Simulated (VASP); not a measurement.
A run of VASP 6.6.1 is set up as follows.

INCAR

```
SYSTEM = Al2O3
PREC     = Accurate       ! precision mode
ENCUT    = 520            ! plane-wave cutoff, eV
EDIFF    = 1E-6           ! SCF threshold, eV
ISMEAR   = -1             ! smearing method
SIGMA    = 0.2232         ! smearing width, eV
LREAL    = .FALSE.        ! projectors in reciprocal space
LASPH    = .TRUE.         ! aspherical terms in the spheres
NELM     = 120            ! most SCF steps
ALGO     = Normal         ! electronic algorithm
ISIF     = 2              ! what is computed and relaxed
LWAVE    = .FALSE.        ! write WAVECAR
LCHARG   = .FALSE.        ! write CHGCAR
GGA      = PE             ! functional
ISYM     = 0            
NBANDS   = 64             ! bands
GGA_COMPAT= .FALSE.
```

KPOINTS

```
regular mesh
0
G
  1 1 1
  0 0 0
```

File POSCAR:

```
Al2O3
1.0
    5.7104520000      0.0137290000     -0.0021660000
    0.0137290000      5.8090040000      0.1390750000
   -0.0021660000      0.1390750000      5.7076010000
Al O
8 12
Direct
    0.6453427282      0.7303029550      0.8739622705
    0.4459057282      0.3101109004      0.1716390403
    0.2414100557      0.1738193420      0.7400282482
    0.8247233424      0.2809273618      0.8577616722
    0.1018831294      0.8140987862      0.9540545827
    0.8292492386      1.0631226885      0.3345266016
    0.9870786056      0.5304792132      0.4699660358
    0.4164702329      0.7474279676      0.3959894060
    0.7092204325      0.7500407332      0.5510371619
    0.5356339069      0.3099560582      0.8421520783
    0.2281790400      0.8320849032      0.6658119634
    0.9374224514      0.2156776390      0.5853881674
    0.8333775500      0.9766743989      0.0098153504
    0.7642504586      0.3463106272      0.2594915475
    0.1827523433      0.2043904844      0.0353467656
   -0.0374420456      0.5378356537      0.8499268619
    0.4970089907      0.0287592305      0.3383288060
    1.0362672898      0.7946002811      0.3327260474
    0.3194979690      0.4097914893      0.4639166755
    0.4266669244      0.6321955750      0.1059116713
```

Potentials or basis: VASP PAW PBE potentials, release 64 (Al, O).

Launch:

```bash
$ cat potpaw_PBE.64/Al/POTCAR potpaw_PBE.64/O/POTCAR > POTCAR
$ mpirun -np 1 vasp_gam > vasp.out
```

(1) Predict the pressure.

(2) Estimate the band gap on the k mesh.

(3) Estimate the largest force.

## Answers

(1) 6.2 GPa.

(2) 2.80 eV.

(3) 5.851 eV/Å.

Caveat: the k points lie up to 1.10 Å⁻¹ apart.
